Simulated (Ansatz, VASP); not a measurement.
## TiAl in VASP and in Ansatz

Contents of INCAR:

```
ALGO = Normal
EDIFF = 1E-6
ENCUT = 520
GGA = CA
ISIF = 2
ISMEAR = 0
LASPH = True
LCHARG = False
LREAL = False
LWAVE = False
NBANDS = 14
NELM = 100
PREC = Accurate
SIGMA = 0.15
```

KPOINTS

```
k-points
0
Gamma
  16 16 16
```

The input POSCAR:

```
TiAl
1.0
    3.3642996919      0.8410749230      0.8410749230
    0.8410749230      3.3642996919      0.8410749230
    0.8410749230      0.8410749230      3.3642996919
Ti Al
1 1
Direct
    0.0000000000      0.0000000000      0.0000000000
    0.5000000000      0.5000000000      0.5000000000
```

Input for Ansatz:

```yaml
crystal:
  lattice:
    - [3.3642996919, 0.841074923, 0.841074923]
    - [0.841074923, 3.3642996919, 0.841074923]
    - [0.841074923, 0.841074923, 3.3642996919]
  atoms:
    - { symbol: Ti, position: [0.0, 0.0, 0.0] }
    - { symbol: Al, position: [0.5, 0.5, 0.5] }
basis:
  ecutwfc: 420
kpoints:
  mp_grid: { grid: [16, 16, 16] }
hamiltonian:
  xc: lda
scf:
  occupations: { method: gaussian, width: 0.15 }
output:
  forces: true
  stress: true
  eigenvalues: true
  write_density: true
  write_potential: true
  elf: true
  volumetric_format: npy
```

Alike in both runs: task single point; functional LDA; k mesh 16 × 16 × 16; occupations gaussian, width 0.15 eV; no spin polarisation.

|  | VASP | Ansatz |
| --- | --- | --- |
| version | VASP 6.6.1 | Ansatz 0.2.0 |
| potentials or method | VASP PAW LDA potentials, release 64 (Ti_sv, Al), cutoff 520 eV | scalar-relativistic, plane waves, PAW |
| valence electrons in the cell | 15 | 15 |

|  | VASP | Ansatz | Ansatz less VASP |
| --- | --- | --- | --- |
| gap on the k mesh at the Fermi level (eV) | none | none | - |
| pressure (GPa) | 8.3 | 8.1 | -0.15 |

LDA's correlation is that of Perdew and Zunger in VASP and of Perdew and Wang (1992) in Ansatz. A gap of «none» marks a metal or a gap that the smearing closes.
